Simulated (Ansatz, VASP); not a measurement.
Two plane-wave programs on Sb

Contents of POSCAR:

```
Sb
1.0
   -1.5765401831      1.5765401831      2.7119384313
    1.5765401831     -1.5765401831      2.7119384313
    1.5765401831      1.5765401831     -2.7119384313
Sb
1
Direct
    0.0000000000      0.0000000000      0.0000000000
```

File INCAR.step1:

```
SYSTEM = Sb
  ALGO = Normal
  EDIFF = 1E-4
  ENCUT = 520
  GGA = PE
  GGA_COMPAT = .False.
  ISMEAR = -1
  LASPH = .True.
  LCHARG = .False.
  LREAL = .False.
  LSORBIT = .True.
  LWAVE = .True.
  MAGMOM = 0 0 0
  NBANDS = 16
  NELM = 150
  PREC = Accurate
  SIGMA = 0.05
```

INCAR.step2

```
SYSTEM = Sb
  ALGO = Normal
  EDIFF = 1E-6
  ENCUT = 520
  GGA_COMPAT = .False.
  ISIF = 2
  ISMEAR = -1
  ISTART = 1
  LASPH = .True.
  LCHARG = .False.
  LMIXTAU = .True.
  LORBIT = 11
  LORBMOM = .True.
  LREAL = .False.
  LSORBIT = .True.
  LWAVE = .False.
  MAGMOM = 0 0 0
  METAGGA = R2SCAN
  NBANDS = 16
  NELM = 150
  PREC = Accurate
  SIGMA = 0.05
```

The input KPOINTS:

```
k-points
0
Gamma
  9 9 9
  0 0 0
```

input.yaml

```yaml
crystal:
  lattice:
    - [-1.5765401831, 1.5765401831, 2.7119384313]
    - [1.5765401831, -1.5765401831, 2.7119384313]
    - [1.5765401831, 1.5765401831, -2.7119384313]
  atoms:
    - { symbol: Sb, position: [0.0, 0.0, 0.0] }
hamiltonian:
  xc: r2scan
  pseudopotentials: { kind: paw_fr }
magnetization:
  noncollinear: true
  spin_orbit: true
kpoints:
  mp_grid: { grid: [9, 9, 9] }
  band_path:
    path:
      - [[0.0, 0.0, 0.0], [0.0, 0.0, 0.5], [-0.1689742169, 0.1689742169, 0.5], [-0.3344871084, 0.3344871084, 0.3344871084], [0.0, 0.0, 0.0], [0.5, 0.5, -0.5], [0.3344871084, 0.6655128916, -0.3344871084], [0.0, 0.5, 0.0], [0.25, 0.25, 0.25], [0.5, 0.5, -0.1689742169], [0.5, 0.5, -0.5]]
      - [[0.0, 0.0, 0.5], [0.25, 0.25, 0.25]]
    npoints: 14
scf:
  occupations: { method: fermi_dirac, width: 0.05 }
  n_extra_bands: 6
output:
  forces: true
  stress: true
  eigenvalues: true
  fatbands: true
```

Alike in both runs: functional r2SCAN; k mesh 9 × 9 × 9; occupations fermi-dirac, width 0.05 eV; non-collinear spin, spin-orbit coupling.

```csv
,VASP,Ansatz
version,VASP 6.6.1,Ansatz 0.2.0
potentials or method,"VASP PAW PBE potentials, release 64 (Sb)",Ansatz PAW
plane-wave cutoff (eV),520,500
valence electrons in the cell,5,15
task,single point,band structure
```

```csv
,VASP,Ansatz,Ansatz less VASP
pressure (GPa),1.4,1.5,+0.06
"traceless stress, the component that is largest in VASP (GPa)",1.64,1.72,+0.081
net moment per atom (μB),0.00,0.00,0.000
```

VASP's potentials were made for PBE, not for r2SCAN. The functional is the same, so the differences come from potentials, cutoffs and numerics. VASP's potentials hold 5 valence electrons a cell and Ansatz's 15, so a difference there can come from the potentials and not from the codes.
